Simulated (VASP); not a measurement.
# Cu (Fm-3m) in VASP: further runs, part 2 of 2

VASP 6.6.1. The steps go on from the part before.

**4. Single point, HSE06**

This run uses another cell than the first one, of 12.08 Å³/atom, 1.031 times its volume.

Contents of POSCAR:

```
Cu
1.0
    0.0000000000      1.8210299446      1.8210299446
    1.8210299446      0.0000000000      1.8210299446
    1.8210299446      1.8210299446      0.0000000000
Cu
1
Direct
    0.0000000000      0.0000000000      0.0000000000
```

Contents of INCAR.step1:

```
SYSTEM = Cu
PREC = Accurate
ENCUT = 520
EDIFF = 1E-5
ISMEAR = -1
SIGMA = 0.1
LREAL = .False.
LASPH = .True.
NELM = 80
ALGO = Normal
ISIF = 2
LWAVE = .True.
NBANDS = 12
GGA = PE
```

Contents of INCAR.step2:

```
SYSTEM = Cu
PREC = Accurate
ENCUT = 520
EDIFF = 1E-6
ISMEAR = -1
SIGMA = 0.1
LREAL = .False.
LASPH = .True.
NELM = 80
ALGO = Normal
ISIF = 2
LWAVE = .False.
LCHARG = .True.
GGA = PE
LHFCALC = .True.
HFSCREEN = 0.2079
PRECFOCK = Normal
LELF = .True.
LVHAR = .True.
NBANDS = 12
ISTART = 1
```

Contents of KPOINTS:

```
Automatic mesh
0
Gamma
  6 6 6
  0 0 0
```

Potentials or basis: VASP PAW PBE potentials, release 64 (Cu).

Run with:

```sh
$ cat potpaw_PBE.64/Cu/POTCAR > POTCAR
$ cp INCAR.step1 INCAR
$ mpirun -np 1 vasp_std > vasp.out
$ cp INCAR.step2 INCAR
$ mpirun -np 1 vasp_std > vasp.out
```

OUTCAR:

```text
SYSTEM = Cu
   PREC = Accurate
   ENCUT = 520
   EDIFF = 1E-6
   ISMEAR = -1
   LREAL = .False.
   LASPH = .True.
   NELM = 80
   ISIF = 2
   GGA = PE
   LHFCALC = .True.
   HFSCREEN = 0.2079
   PRECFOCK = Normal
   ISTART = 1

 ion  position               nearest neighbor table
   1  0.000  0.000  0.000-

  LATTYP: Found a face centered cubic cell.
 ALAT       =     3.6420598892

[... 417 lines left out ...]
      8      16.6718      0.00000
      9      18.1179      0.00000
     10      31.9137      0.00000
     11      34.5051      0.00000
     12      41.6812      0.00000

------------------------ aborting loop because EDIFF is reached ----------------------------------------

  FORCE on cell =-STRESS in cart. coord.  units (eV):
  Direction    XX          YY          ZZ          XY          YZ          ZX
  --------------------------------------------------------------------------------------
  -------------------------------------------------------------------------------------
  Total        0.0162179      0.0162179      0.0162179     -0.0000000     -0.0000000      0.0000000
  in kB        2.1514132      2.1514132      2.1514132     -0.0000000     -0.0000000      0.0000000
  external PRESSURE =       2.1514132 kB  Pullay stress =       0.0000000 kB

 VOLUME and BASIS-vectors are now :
 -----------------------------------------------------------------------------
  energy-cutoff  :      520.00
  volume of cell :       12.08
      direct lattice vectors                 reciprocal lattice vectors
     0.000000000  1.821029945  1.821029945    -0.274569895  0.274569895  0.274569895
     1.821029945  0.000000000  1.821029945     0.274569895 -0.274569895  0.274569895
     1.821029945  1.821029945  0.000000000     0.274569895  0.274569895 -0.274569895

 POSITION                                       TOTAL-FORCE (eV/Angst)
 -----------------------------------------------------------------------------------
      0.00000      0.00000      0.00000        -0.000000      0.000000     -0.000000
 -----------------------------------------------------------------------------------
    total drift:                                0.000000      0.000000      0.000000

  FREE ENERGIE OF THE ION-ELECTRON SYSTEM (eV)
  ---------------------------------------------------
  free  energy   TOTEN  =        -3.5798002445 eV

  energy  without entropy=       -3.5639282284  energy(sigma->0) =       -3.57186424
```

OSZICAR.step1:

```text
N       E                     dE             d eps       ncg     rms          rms(c)
DAV:   1     0.455931624496E+02    0.45593E+02   -0.53723E+03   416   0.156E+03
DAV:   2    -0.332749782276E+01   -0.48921E+02   -0.45249E+02   392   0.211E+02
DAV:   3    -0.456213173298E+01   -0.12346E+01   -0.12289E+01   432   0.379E+01
DAV:   4    -0.457050699489E+01   -0.83753E-02   -0.83734E-02   452   0.277E+00
DAV:   5    -0.457058845915E+01   -0.81464E-04   -0.81462E-04   468   0.281E-01    0.767E+00
DAV:   6    -0.407677955798E+01    0.49381E+00   -0.14819E+01   456   0.719E+01    0.407E+00
DAV:   7    -0.369047424649E+01    0.38631E+00   -0.23934E+00   452   0.289E+01    0.560E-01
DAV:   8    -0.368021605080E+01    0.10258E-01   -0.42905E-03   468   0.108E+00    0.318E-01
DAV:   9    -0.367843695019E+01    0.17791E-02   -0.10855E-02   460   0.179E+00    0.275E-02
DAV:  10    -0.367844022228E+01   -0.32721E-05   -0.28155E-05   424   0.854E-02
   1 F= -.36784402E+01 E0= -.36691682E+01  d E =-.185440E-01
```

Wall time 5.8 min (1 thread of Intel Xeon Platinum 8375C at 2.90GHz (Ice Lake), shared host); peak memory 0.22 GiB.

Results:

```
Free energy : -3.5798 eV
Pressure    : 0.2 GPa
```

Caveat: the k points lie up to 0.50 Å⁻¹ apart; the PAW data sets were made with another functional, which shifts forces and pressure a little.

**5. Single point, HSE06**

This run uses another cell than the first one, of 12.44 Å³/atom, 1.061 times its volume.

Contents of POSCAR:

```
Cu
1.0
    0.0000000000      1.8388843179      1.8388843179
    1.8388843179      0.0000000000      1.8388843179
    1.8388843179      1.8388843179      0.0000000000
Cu
1
Direct
    0.0000000000      0.0000000000      0.0000000000
```

Contents of INCAR.step1:

```
SYSTEM = Cu
  PREC = Accurate
  ENCUT = 520
  EDIFF = 1E-5
  ISMEAR = -1
  SIGMA = 0.1
  LREAL = .False.
  LASPH = .True.
  NELM = 60
  ALGO = Normal
  ISIF = 2
  LWAVE = .True.
  LCHARG = .False.
  GGA = PE
  NBANDS = 12
```

Contents of INCAR.step2:

```
SYSTEM = Cu
  PREC = Accurate
  ENCUT = 520
  EDIFF = 1E-6
  ISMEAR = -1
  SIGMA = 0.1
  LREAL = .False.
  LASPH = .True.
  NELM = 60
  ALGO = Normal
  ISIF = 2
  LWAVE = .False.
  LCHARG = .False.
  GGA = PE
  LHFCALC = .True.
  HFSCREEN = 0.2079
  PRECFOCK = Normal
  ISTART = 1
  NBANDS = 12
```

KPOINTS is that of step 4.

Run with:

```sh
$ cat potpaw_PBE.64/Cu/POTCAR > POTCAR
$ cp INCAR.step1 INCAR
$ mpirun -np 1 vasp_std > vasp.out
$ cp INCAR.step2 INCAR
$ mpirun -np 1 vasp_std > vasp.out
```

Run time: 5.9 min. Hardware: 1 thread of Intel Xeon Platinum 8375C at 2.90GHz (Ice Lake), shared host; peak memory 0.22 GiB.

The run converged. Its results:

- Free energy: -3.5772 eV
- Pressure: -3.2 GPa

Levels at points of the mesh, in eV from the Fermi level:
| k point | band 3 | band 4 | band 5 | band 6 | band 7 | band 8 | band 9 | band 10 |
| --- | --- | --- | --- | --- | --- | --- | --- | --- |
| (0.00, 0.00, 0.00) | -3.98 | -3.98 | -3.23 | -3.23 | 23.65 | 26.28 | 26.28 | 26.28 |
| (0.50, 0.00, 0.00) | -4.04 | -2.54 | -2.54 | -0.52 | 4.50 | 22.09 | 23.21 | 23.21 |
| (0.50, 0.50, 0.00) | -2.65 | -2.35 | -2.35 | 2.32 | 8.03 | 14.22 | 14.22 | 18.74 |

Caveat: the k points lie up to 0.49 Å⁻¹ apart; the PAW data sets were made with another functional, which shifts forces and pressure a little.

**6. Overview**

```csv
cell,gap on the mesh (eV),pressure (GPa)
"a = 2.550 Å, angles 60.0°, 1 atom",none,4.2
"a = 2.575 Å, angles 60.0°, 1 atom",none,0.2
"a = 2.601 Å, angles 60.0°, 1 atom",none,-3.2
```

Alike in all rows: task single point; level HSE06; potentials or basis VASP PAW PBE potentials, release 64 (Cu); no spin polarisation; k mesh 6 × 6 × 6; cutoff (eV) 520; smearing fermi-dirac 0.1 eV.

Caveats: all runs use coarse meshes; the PAW data sets were made with another functional, which shifts forces and pressure a little.

Absolute energies hang on the potentials; compare differences alone.
